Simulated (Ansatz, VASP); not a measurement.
# Two plane-wave programs on PbSe

```
CELL_PARAMETERS angstrom
0.00000 3.08314 3.08314
3.08314 0.00000 3.08314
3.08314 3.08314 0.00000
ATOMIC_POSITIONS crystal
Pb 0.50000 0.50000 0.50000
Se 0.00000 0.00000 0.00000
```

Alike in both runs: task single point; functional PBE; k mesh 10 × 10 × 10; occupations gaussian, width 0.05 eV; non-collinear spin, spin-orbit coupling.

|  | VASP | Ansatz |
| --- | --- | --- |
| version | VASP 6.6.1 | Ansatz 0.2.0 |
| potentials or method | VASP PAW PBE potentials, release 64 (Pb_d, Se), cutoff 520 eV | plane waves, PAW |
| valence electrons in the cell | 20 | 30 |

```csv
,VASP,Ansatz,Ansatz less VASP
pressure (GPa),1.0,0.9,-0.11
net moment per atom (μB),0.00,0.00,0.000
```

VASP's potentials hold 20 valence electrons a cell and Ansatz's 30, so a difference there can come from the potentials and not from the codes.
